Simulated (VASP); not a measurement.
Input of a VASP 6.6.1 run:

File INCAR:

```
SYSTEM = TiAl
PREC = Accurate
ENCUT = 520
EDIFF = 1E-6
ISMEAR = 0
SIGMA = 0.15
LREAL = .False.
LASPH = .True.
NELM = 100
ALGO = Fast
ISIF = 2
LWAVE = .False.
LCHARG = .True.
GGA = PS
LELF = .True.
LVHAR = .True.
NBANDS = 14
```

File KPOINTS:

```
Automatic mesh
0
Gamma
  18 18 10
  0 0 0
```

POSCAR

```
TiAl
1.0
    2.8950000000      0.0000000000      0.0000000000
   -1.4475000000      2.5071435440      0.0000000000
    0.0000000000      0.0000000000      4.6191923846
Ti Al
1 1
Direct
    0.0000000000      0.0000000000      0.0000000000
    0.3333333333      0.6666666667      0.5000000000
```

Potentials or basis: VASP PAW PBE potentials, release 64 (Ti_sv, Al).

The run is started by

```bash
$ cat potpaw_PBE.64/Ti_sv/POTCAR potpaw_PBE.64/Al/POTCAR > POTCAR
$ mpirun -np 1 vasp_std > vasp.out
```

Question: Estimate the pressure.

Answer: -3.3 GPa.

Stress tensor (GPa, compression positive):
```
-3.83  0.00  0.00
 0.00 -3.83  0.00
 0.00  0.00 -2.27
```

Caveat: the PAW data sets were made with another functional, which shifts forces and pressure a little.
